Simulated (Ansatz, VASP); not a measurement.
## ZnO in VASP and in Ansatz

```xyz
4
Lattice="3.2494 0.0000 0.0000 -1.6247 2.8141 0.0000 0.0000 0.0000 5.0477" Properties=species:S:1:pos:R:3 pbc="T T T"
Zn    0.0000    1.8760    0.0000
Zn    1.6247    0.9380    2.5238
O     0.0000    1.8760    1.9287
O     1.6247    0.9380    4.4526
```

Change from the starting cell: zz strain of -3 %.

Alike in both runs: task single point; functional PBE; k mesh 11 × 11 × 6; occupations fermi-dirac, width 0.02 eV; no spin polarisation.

```csv
,VASP,Ansatz
version,VASP 6.6.1,Ansatz 0.2.0
potentials or method,"VASP PAW PBE potentials, release 64 (Zn, O), cutoff 520 eV","all-electron LAPW, scalar-relativistic"
```

|  | VASP | Ansatz | Ansatz less VASP |
| --- | --- | --- | --- |
| gap on the k mesh at the Fermi level (eV) | 0.87 | 0.90 | +0.032 |
| pressure (GPa) | 11.2 | 9.9 | -1.34 |
| traceless stress, the component that is largest in VASP (GPa) | 5.55 | 5.36 | -0.181 |
| rms of the force components (eV/Å) | 0.197 | 0.184 | -0.0127 |

Atom by atom the forces differ by 0.013 eV/Å (rms over components). Ansatz ran all-electron here, and VASP with PAW potentials.
